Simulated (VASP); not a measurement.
Write the native input for VASP 6.6.1 that does the following.

| Quantity | Value |
| --- | --- |
| Task | single point |
| Functional | r2SCAN |
| Potentials or basis | VASP PAW PBE potentials, release 64 (Se, Ca_sv) |
| Cutoff | 520 eV |
| k mesh | 8 × 8 × 8 |
| Occupations | fermi-dirac, width 0.05 eV |
| Spin | no spin polarisation |
| Dipole correction | no |
| Further INCAR settings | ALGO = Normal; EDIFF = 1e-06; NBANDS = 15 |

The system is CaSe.

```xyz
2
Lattice="0.0000 2.9362 2.9362 2.9362 0.0000 2.9362 2.9362 2.9362 0.0000" Properties=species:S:1:pos:R:3 pbc="T T T"
Se    2.9362    2.9362    2.9362
Ca    0.0000    0.0000    0.0000
```

One way to write it, as run:

POSCAR

```
CaSe
1.0
    0.0000000000      2.9361604760      2.9361604760
    2.9361604760      0.0000000000      2.9361604760
    2.9361604760      2.9361604760      0.0000000000
Se Ca
1 1
Direct
    0.5000000000      0.5000000000      0.5000000000
    0.0000000000      0.0000000000      0.0000000000
```

INCAR.step1

```
  ALGO = Normal
  EDIFF = 1E-4
  ENCUT = 520
  GGA = PE
  ISMEAR = -1
  LASPH = True
  LCHARG = False
  LREAL = False
  LWAVE = True
  NBANDS = 15
  NELM = 80
  PREC = Accurate
  SIGMA = 0.05
```

INCAR.step2

```
  ALGO = Normal
  EDIFF = 1E-6
  ENCUT = 520
  ISIF = 2
  ISMEAR = -1
  ISTART = 1
  LASPH = True
  LCHARG = False
  LMIXTAU = True
  LREAL = False
  LWAVE = False
  METAGGA = R2SCAN
  NBANDS = 15
  NELM = 80
  PREC = Accurate
  SIGMA = 0.05
```

KPOINTS

```
k-points
0
Gamma
  8 8 8
```

Potentials or basis: VASP PAW PBE potentials, release 64 (Se, Ca_sv).

Launch:

```console
$ cat potpaw_PBE.64/Se/POTCAR potpaw_PBE.64/Ca_sv/POTCAR > POTCAR
$ cp INCAR.step1 INCAR
$ mpirun -np 1 vasp_std > vasp.out
$ cp INCAR.step2 INCAR
$ mpirun -np 1 vasp_std > vasp.out
```

Results of the run:

The pressure is 2.0 GPa and the band gap on the k mesh is 2.44 eV, indirect (least direct gap 3.41 eV).

Caveat: the PAW data sets were made with another functional, which shifts forces and pressure a little.

It took 36 s on 1 thread of Intel(R) Xeon(R) 6975P-C (Granite Rapids), on a shared host, peak memory 0.19 GiB.
